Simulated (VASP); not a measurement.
# Sb (Im-3m) in VASP: settings compared

Aim: see how the results for Sb move with the level of theory and the settings. Levels: PBE0, HSE06, LDA. Tasks: single point.

Program: VASP 6.6.1. These are calculated values, not measurements. Logs are shortened: lines on timing, memory, paths and dates and some standing lists are left out, and cuts for length are marked.

### 1 The cell of the first run

It takes space group Im-3m (No. 229, cubic). The conventional cell has a = 3.743 Å, b = 3.743 Å, c = 3.743 Å, α = 90.00°, β = 90.00°, γ = 90.00°. Within 4.3 Å of Sb (site symmetry m-3m) lie 14 Sb at 3.24 to 3.74 Å.

### 2 Single point, PBE0

POSCAR

```
Sb
1.0
   -1.8713408863      1.8713408863      1.8713408863
    1.8713408863     -1.8713408863      1.8713408863
    1.8713408863      1.8713408863     -1.8713408863
Sb
1
Direct
    0.0000000000      0.0000000000      0.0000000000
```

INCAR.step1

```
  PREC = Accurate
  ENCUT = 400
  EDIFF = 1E-5
  ISMEAR = -1
  SIGMA = 0.05
  LREAL = F
  LASPH = T
  NELM = 120
  ALGO = Normal
  ISIF = 2
  LWAVE = T
  GGA = PE
  NBANDS = 14
  GGA_COMPAT = F
```

INCAR.step2

```
  PREC = Accurate
  ENCUT = 400
  EDIFF = 1E-6
  ISMEAR = -1
  SIGMA = 0.05
  LREAL = F
  LASPH = T
  NELM = 120
  ALGO = Normal
  ISIF = 2
  LWAVE = F
  LCHARG = T
  GGA = PE
  LHFCALC = T
  AEXX = 0.25
  PRECFOCK = Normal
  LELF = T
  LVHAR = T
  ISTART = 1
  NBANDS = 14
  GGA_COMPAT = F
```

KPOINTS

```
regular mesh
0
Gamma
  6 6 6
```

Potentials or basis: VASP PAW PBE potentials, release 64 (Sb_d_GW).

Command:

```sh
$ cat potpaw_PBE.64/Sb_d_GW/POTCAR > POTCAR
$ cp INCAR.step1 INCAR
$ mpirun -np 1 vasp_std > vasp.out
$ cp INCAR.step2 INCAR
$ mpirun -np 1 vasp_std > vasp.out
```

OUTCAR:

```text
PREC = Accurate
   ENCUT = 400
   EDIFF = 1E-6
   ISMEAR = -1
   LREAL = F
   LASPH = T
   NELM = 120
   ISIF = 2
   GGA = PE
   LHFCALC = T
   AEXX = 0.25
   PRECFOCK = Normal
   ISTART = 1

 ion  position               nearest neighbor table
   1  0.000  0.000  0.000-

  LATTYP: Found a body centered cubic cell.
 ALAT       =     3.7426817726

  Lattice vectors:

 A1 = (  -1.8713408863,   1.8713408863,   1.8713408863)
 A2 = (   1.8713408863,  -1.8713408863,   1.8713408863)
 A3 = (   1.8713408863,   1.8713408863,  -1.8713408863)

Analysis of symmetry for initial positions (statically):
=====================================================================
 Subroutine PRICEL returns:
 Original cell was already a primitive cell.

 Routine SETGRP: Setting up the symmetry group for a
 body centered cubic supercell.

 Subroutine GETGRP returns: Found 48 space group operations
 (whereof 48 operations were pure point group operations)
 out of a pool of 48 trial point group operations.

The static configuration has the point symmetry O_h .

Analysis of symmetry for dynamics (positions and initial velocities):
=====================================================================
 Subroutine PRICEL returns:
 Original cell was already a primitive cell.

 Routine SETGRP: Setting up the symmetry group for a
 body centered cubic supercell.

 Subroutine GETGRP returns: Found 48 space group operations
 (whereof 48 operations were pure point group operations)
 out of a pool of 48 trial point group operations.

The dynamic configuration has the point symmetry O_h .

 Subroutine INISYM returns: Found 48 space group operations
 (whereof 48 operations are pure point group operations),
 and found     1 'primitive' translations

----------------------------------------------------------------------------------------

                                     Primitive cell

  volume of cell :      26.2131

  direct lattice vectors                    reciprocal lattice vectors
    -1.871340886  1.871340886  1.871340886     0.000000000  0.267188092  0.267188092
     1.871340886 -1.871340886  1.871340886     0.267188092  0.000000000  0.267188092
[... 86 lines left out ...]
   NUPDOWN=      -1.0000    fix difference up-down
   EMIN   =  10.00;   EMAX   =-10.00  energy-range for DOS
   EFERMI =   0.00;   METHOD = LEGACY
   ISMEAR =    -1;   SIGMA  =   0.05  broadening in eV -4-tet -1-fermi 0-gaus
   EFERMI_NEDOS =   21; number of points for ismear=-14 and -15
   IALGO  =     38    algorithm
   IMIX   =      1    mixing-type and parameters
     AMIX     =   0.40;   BMIX     =  1.00
     AMIX_MAG =   1.60;   BMIX_MAG =  1.00
  volume/ion in A,a.u.               =      26.21       176.89
  Fermi-wavevector in a.u.,A,eV,Ry     =   1.359145  2.568411 25.133691  1.847274
  Thomas-Fermi vector in A             =   2.485918
   LORBIT       =      0    0 simple, 1 ext, 2 COOP (PROOUT), +10 PAW based schemes
   GGA     = PE    functional components
   LHFCALC =     T    Hartree Fock is set to
   PRECFOCK=normal    Normal, Fast or Accurate (Low or Medium for compatibility)
   ENCUT4O =  -1.0   cutoff for four orbital integrals eV
   NKREDX  =     1    reduce k-point grid by
   NKREDY  =     1    reduce k-point grid by
   NKREDZ  =     1    reduce k-point grid by
   AEXX    =    0.2500 exact exchange contribution
   HFSCREEN=    0.0000 screening length (either q_TF or 0.3 A-1)
   HFSCREENC=   0.0000 screening length for correlation (either q_TF or 0.3 A-1)
   ENCUTFOCK=  -1.0 apply spherical cutoff to Coloumb kernel
   IVDW    =     0    specifies the selected vdW correction
   LEPSILON=     F    determine dielectric tensor
   LRPA    =     F    only Hartree local field effects (RPA)
 non-spin polarized calculation
  energy-cutoff  :      400.00
  volume of cell :       26.21
 maximum number of plane-waves:       490
 NGX is ok and might be reduce to    24
  NGX = 16; NGY = 16; NGZ = 16

 number of electron      14.9999987 magnetization

 Free energy of the ion-electron system (eV)
  ---------------------------------------------------
  ext. energy  EPLUGINS =         0.00000000
  ---------------------------------------------------
  free energy    TOTEN  =        -5.08794377 eV

  energy without entropy =       -5.08268803  energy(sigma->0) =       -5.08531590

 E-fermi :   5.8239     XC(G=0):  -8.5002

 val. band max:        5.6880611926   @ k =   0.3333   0.1667   0.0000
 cond. band min:       6.3612970075   @ k =   0.5000   0.5000   0.3333
 fundamental gap:      0.6732358149
 Fermi energy:         5.8238510982

 k-point     1 :       0.0000    0.0000    0.0000
  band No.  band energies     occupation
      1     -25.7377      2.00000
      2     -25.7377      2.00000
      3     -25.7377      2.00000
      4     -25.6507      2.00000
      5     -25.6507      2.00000
      6      -8.5258      2.00000
      7      13.3358      0.00000
      8      13.3358      0.00000
      9      13.3358      0.00000
     10      19.1215      0.00000
     11      19.1215      0.00000
     12      19.1215      0.00000
     13      19.4468      0.00000
     14      19.4468      0.00000
[... 241 lines left out ...]
      1     -25.7405      2.00000
      2     -25.7405      2.00000
      3     -25.6155      2.00000
      4     -25.6155      2.00000
      5     -25.6155      2.00000
      6       0.3337      2.00000
      7       3.8127      2.00000
      8       3.8127      2.00000
      9       3.8127      2.00000
     10      10.0756      0.00000
     11      10.0756      0.00000
     12      25.3522      0.00000
     13      27.6863      0.00000
     14      27.6863      0.00000

------------------------ aborting loop because EDIFF is reached ----------------------------------------

  FORCE on cell =-STRESS in cart. coord.  units (eV):
  Direction    XX          YY          ZZ          XY          YZ          ZX
  --------------------------------------------------------------------------------------
  -------------------------------------------------------------------------------------
  Total        0.0730254      0.0730254      0.0730254      0.0000000      0.0000000     -0.0000000
  in kB        4.4634028      4.4634028      4.4634028      0.0000000      0.0000000     -0.0000000
  external PRESSURE =       4.4634028 kB  Pullay stress =       0.0000000 kB

 VOLUME and BASIS-vectors are now :
 -----------------------------------------------------------------------------
  energy-cutoff  :      400.00
  volume of cell :       26.21
      direct lattice vectors                 reciprocal lattice vectors
    -1.871340886  1.871340886  1.871340886     0.000000000  0.267188092  0.267188092
     1.871340886 -1.871340886  1.871340886     0.267188092  0.000000000  0.267188092
     1.871340886  1.871340886 -1.871340886     0.267188092  0.267188092  0.000000000

 POSITION                                       TOTAL-FORCE (eV/Angst)
 -----------------------------------------------------------------------------------
      0.00000      0.00000      0.00000        -0.000000      0.000000      0.000000
 -----------------------------------------------------------------------------------
    total drift:                               -0.000000     -0.000000     -0.000000

  FREE ENERGIE OF THE ION-ELECTRON SYSTEM (eV)
  ---------------------------------------------------
  free  energy   TOTEN  =        -5.0879437674 eV

  energy  without entropy=       -5.0826880333  energy(sigma->0) =       -5.08531590
```

Wall time 5.4 min (1 thread of Intel Xeon 6975P-C (Granite Rapids), shared host); peak memory 0.15 GiB.

What came out:

| Property | Result |
| --- | --- |
| Free energy | -5.0879 eV |
| Pressure | 0.4 GPa |

Levels at points of the mesh, in eV from the Fermi level:
| k point | band 3 | band 4 | band 5 | band 6 | band 7 | band 8 | band 9 | band 10 | band 11 | band 12 |
| --- | --- | --- | --- | --- | --- | --- | --- | --- | --- | --- |
| (0.00, 0.00, 0.00) | -31.56 | -31.47 | -31.47 | -14.35 | 7.51 | 7.51 | 7.51 | 13.30 | 13.30 | 13.30 |
| (0.50, 0.00, 0.00) | -31.48 | -31.48 | -31.43 | -9.57 | -6.30 | 3.00 | 5.42 | 8.21 | 8.74 | 15.89 |
| (0.50, 0.50, 0.50) | -31.44 | -31.44 | -31.44 | -5.49 | -2.01 | -2.01 | -2.01 | 4.25 | 4.25 | 19.53 |

Caveat: the k points lie up to 0.40 Å⁻¹ apart; the PAW data sets were made with another functional, which shifts forces and pressure a little; spin-orbit coupling is left out, which moves the levels of the heavy elements.

### 3 Single point, HSE06

This run uses another cell than the first one, of 24.64 Å³/atom, 0.940 times its volume.

POSCAR

```
Sb
1.0
   -1.8331395369      1.8331395369      1.8331395369
    1.8331395369     -1.8331395369      1.8331395369
    1.8331395369      1.8331395369     -1.8331395369
Sb
1
Direct
    0.0000000000      0.0000000000      0.0000000000
```

INCAR.step1

```
ALGO = Normal
EDIFF = 1E-5
ENCUT = 400
GGA = PE
GGA_COMPAT = False
ISIF = 2
ISMEAR = -1
LASPH = True
LCHARG = False
LREAL = False
LWAVE = True
NBANDS = 14
NELM = 120
PREC = Accurate
SIGMA = 0.05
```

INCAR.step2

```
ALGO = Normal
EDIFF = 1E-6
ENCUT = 400
GGA = PE
GGA_COMPAT = False
HFSCREEN = 0.2079
ISIF = 2
ISMEAR = -1
ISTART = 1
LASPH = True
LCHARG = False
LHFCALC = True
LREAL = False
LWAVE = False
NBANDS = 14
NELM = 120
PREC = Accurate
PRECFOCK = Normal
SIGMA = 0.05
```

KPOINTS

```
k-points
0
Gamma
  6 6 6
```

Potentials or basis: VASP PAW PBE potentials, release 64 (Sb_d_GW).

Command:

```sh
$ cat potpaw_PBE.64/Sb_d_GW/POTCAR > POTCAR
$ cp INCAR.step1 INCAR
$ mpirun -np 1 vasp_std > vasp.out
$ cp INCAR.step2 INCAR
$ mpirun -np 1 vasp_std > vasp.out
```

OUTCAR:

```text
EDIFF = 1E-6
   ENCUT = 400
   GGA = PE
   HFSCREEN = 0.2079
   ISIF = 2
   ISMEAR = -1
   ISTART = 1
   LASPH = True
   LHFCALC = True
   LREAL = False
   NELM = 120
   PREC = Accurate
   PRECFOCK = Normal

 ion  position               nearest neighbor table
   1  0.000  0.000  0.000-

  LATTYP: Found a body centered cubic cell.
 ALAT       =     3.6662790738

  Lattice vectors:
[... 448 lines left out ...]
      9       4.6904      2.00000
     10      10.3081      0.00000
     11      10.3081      0.00000
     12      25.8929      0.00000
     13      28.6811      0.00000
     14      28.6811      0.00000

------------------------ aborting loop because EDIFF is reached ----------------------------------------

  FORCE on cell =-STRESS in cart. coord.  units (eV):
  Direction    XX          YY          ZZ          XY          YZ          ZX
  --------------------------------------------------------------------------------------
  -------------------------------------------------------------------------------------
  Total        0.9038394      0.9038394      0.9038394      0.0000000     -0.0000000     -0.0000000
  in kB       58.7699484     58.7699484     58.7699484      0.0000000     -0.0000000     -0.0000000
  external PRESSURE =      58.7699484 kB  Pullay stress =       0.0000000 kB

 VOLUME and BASIS-vectors are now :
 -----------------------------------------------------------------------------
  energy-cutoff  :      400.00
  volume of cell :       24.64
      direct lattice vectors                 reciprocal lattice vectors
    -1.833139537  1.833139537  1.833139537     0.000000000  0.272756105  0.272756105
     1.833139537 -1.833139537  1.833139537     0.272756105  0.000000000  0.272756105
     1.833139537  1.833139537 -1.833139537     0.272756105  0.272756105  0.000000000

 POSITION                                       TOTAL-FORCE (eV/Angst)
 -----------------------------------------------------------------------------------
      0.00000      0.00000      0.00000         0.000000      0.000000     -0.000000
 -----------------------------------------------------------------------------------
    total drift:                               -0.000002      0.000000     -0.000001

  FREE ENERGIE OF THE ION-ELECTRON SYSTEM (eV)
  ---------------------------------------------------
  free  energy   TOTEN  =        -4.5115682371 eV

  energy  without entropy=       -4.5039643796  energy(sigma->0) =       -4.50776631
```

OSZICAR.step1:

```text
N       E                     dE             d eps       ncg     rms          rms(c)
DAV:   1     0.783531340215E+02    0.78353E+02   -0.43899E+03   606   0.888E+03
DAV:   2     0.219486879599E+01   -0.76158E+02   -0.73945E+02   708   0.815E+02
DAV:   3    -0.371338587297E+01   -0.59083E+01   -0.58876E+01   624   0.103E+02
DAV:   4    -0.379276427081E+01   -0.79378E-01   -0.79313E-01   624   0.931E+00
DAV:   5    -0.379626288743E+01   -0.34986E-02   -0.34985E-02   608   0.188E+00    0.334E+00
DAV:   6    -0.379334122951E+01    0.29217E-02   -0.30207E-03   676   0.442E+00    0.200E+00
DAV:   7    -0.379243427850E+01    0.90695E-03   -0.32980E-03   696   0.337E+00    0.659E-02
DAV:   8    -0.379241861330E+01    0.15665E-04   -0.46261E-04   726   0.144E+00    0.188E-02
DAV:   9    -0.379242141492E+01   -0.28016E-05   -0.25229E-06   434   0.471E-02
   1 F= -.37924214E+01 E0= -.37869779E+01  d E =-.108870E-01
```

Wall time 8.6 min (1 thread of Intel Xeon Platinum 8488C (Sapphire Rapids), shared host); peak memory 0.25 GiB.

Results:

```
Free energy : -4.5116 eV
Pressure    : 5.9 GPa
```

Caveat: the k points lie up to 0.40 Å⁻¹ apart; the PAW data sets were made with another functional, which shifts forces and pressure a little; spin-orbit coupling is left out, which moves the levels of the heavy elements.

### 4 Single point, PBE0

This run uses another cell than the first one, of 26.74 Å³/atom, 1.020 times its volume.

POSCAR

```
Sb
1.0
   -1.8837342335      1.8837342335      1.8837342335
    1.8837342335     -1.8837342335      1.8837342335
    1.8837342335      1.8837342335     -1.8837342335
Sb
1
Direct
    0.0000000000      0.0000000000      0.0000000000
```

INCAR.step1

```
SYSTEM = Sb
PREC = Accurate
ENCUT = 400
EDIFF = 1E-5
ISMEAR = -1
SIGMA = 0.05
LREAL = .False.
LASPH = .True.
NELM = 120
ALGO = Normal
ISIF = 2
LWAVE = .True.
LCHARG = .False.
NBANDS = 14
GGA = PE
GGA_COMPAT = .False.
```

INCAR.step2

```
SYSTEM = Sb
PREC = Accurate
ENCUT = 400
EDIFF = 1E-6
ISMEAR = -1
SIGMA = 0.05
LREAL = .False.
LASPH = .True.
NELM = 120
ALGO = Normal
ISIF = 2
LWAVE = .False.
LCHARG = .False.
GGA = PE
LHFCALC = .True.
AEXX = 0.25
PRECFOCK = Normal
NBANDS = 14
ISTART = 1
GGA_COMPAT = .False.
```

KPOINTS

```
regular mesh
0
Gamma
  6 6 6
  0 0 0
```

Potentials or basis: VASP PAW PBE potentials, release 64 (Sb_d_GW).

Command:

```sh
$ cat potpaw_PBE.64/Sb_d_GW/POTCAR > POTCAR
$ cp INCAR.step1 INCAR
$ mpirun -np 1 vasp_std > vasp.out
$ cp INCAR.step2 INCAR
$ mpirun -np 1 vasp_std > vasp.out
```

OUTCAR:

```text
SYSTEM = Sb
   PREC = Accurate
   ENCUT = 400
   EDIFF = 1E-6
   ISMEAR = -1
   LREAL = .False.
   LASPH = .True.
   NELM = 120
   ISIF = 2
   GGA = PE
   LHFCALC = .True.
   AEXX = 0.25
   PRECFOCK = Normal
   ISTART = 1

 ion  position               nearest neighbor table
   1  0.000  0.000  0.000-

  LATTYP: Found a body centered cubic cell.
 ALAT       =     3.7674684670

  Lattice vectors:

[... 449 lines left out ...]
     11       9.8982      0.00000
     12      25.0517      0.00000
     13      27.2502      0.00000
     14      27.2502      0.00000

------------------------ aborting loop because EDIFF is reached ----------------------------------------

  FORCE on cell =-STRESS in cart. coord.  units (eV):
  Direction    XX          YY          ZZ          XY          YZ          ZX
  --------------------------------------------------------------------------------------
  -------------------------------------------------------------------------------------
  Total       -0.1625218     -0.1625218     -0.1625218     -0.0000000     -0.0000000     -0.0000000
  in kB       -9.7387518     -9.7387518     -9.7387518     -0.0000000     -0.0000000     -0.0000000
  external PRESSURE =      -9.7387518 kB  Pullay stress =       0.0000000 kB

 VOLUME and BASIS-vectors are now :
 -----------------------------------------------------------------------------
  energy-cutoff  :      400.00
  volume of cell :       26.74
      direct lattice vectors                 reciprocal lattice vectors
    -1.883734234  1.883734234  1.883734234     0.000000000  0.265430224  0.265430224
     1.883734234 -1.883734234  1.883734234     0.265430224  0.000000000  0.265430224
     1.883734234  1.883734234 -1.883734234     0.265430224  0.265430224  0.000000000

 POSITION                                       TOTAL-FORCE (eV/Angst)
 -----------------------------------------------------------------------------------
      0.00000      0.00000      0.00000        -0.000000     -0.000000     -0.000000
 -----------------------------------------------------------------------------------
    total drift:                               -0.000000     -0.000000      0.000001

  FREE ENERGIE OF THE ION-ELECTRON SYSTEM (eV)
  ---------------------------------------------------
  free  energy   TOTEN  =        -5.0885392170 eV

  energy  without entropy=       -5.0832976516  energy(sigma->0) =       -5.08591843
```

OUTCAR.step1:

```text
SYSTEM = Sb
   PREC = Accurate
   ENCUT = 400
   EDIFF = 1E-5
   ISMEAR = -1
   LREAL = .False.
[... 479 lines left out ...]
 -----------------------------------------------------------------------------------
      0.00000      0.00000      0.00000        -0.000000     -0.000000      0.000000
 -----------------------------------------------------------------------------------
    total drift:                               -0.000000      0.000000      0.000000

  FREE ENERGIE OF THE ION-ELECTRON SYSTEM (eV)
  ---------------------------------------------------
  free  energy   TOTEN  =        -3.8631977813 eV

  energy  without entropy=       -3.8475772735  energy(sigma->0) =       -3.85538753
```

OSZICAR.step1:

```text
N       E                     dE             d eps       ncg     rms          rms(c)
DAV:   1     0.841757286862E+02    0.84176E+02   -0.43479E+03   570   0.860E+03
DAV:   2     0.292210428307E+01   -0.81254E+02   -0.77835E+02   726   0.811E+02
DAV:   3    -0.376303906891E+01   -0.66851E+01   -0.66773E+01   644   0.103E+02
DAV:   4    -0.386179819268E+01   -0.98759E-01   -0.98735E-01   616   0.983E+00
DAV:   5    -0.386633880156E+01   -0.45406E-02   -0.45405E-02   608   0.212E+00    0.260E+00
DAV:   6    -0.386376611864E+01    0.25727E-02   -0.46272E-03   664   0.442E+00    0.157E+00
DAV:   7    -0.386319014647E+01    0.57597E-03   -0.38952E-03   640   0.324E+00    0.646E-02
DAV:   8    -0.386319315965E+01   -0.30132E-05   -0.69602E-04   720   0.154E+00    0.243E-02
DAV:   9    -0.386319778132E+01   -0.46217E-05   -0.37046E-06   440   0.485E-02
   1 F= -.38631978E+01 E0= -.38553875E+01  d E =-.156205E-01
```

Wall time 13 min (1 thread of AMD EPYC 9R45 (Zen 5), shared host); peak memory 0.12 GiB.

Results:

```yaml
Free_energy: -5.0885 eV
Pressure: -1.0 GPa
```

Caveat: the k points lie up to 0.39 Å⁻¹ apart; the PAW data sets were made with another functional, which shifts forces and pressure a little; spin-orbit coupling is left out, which moves the levels of the heavy elements.

(Part 1 of 2 ends here.)
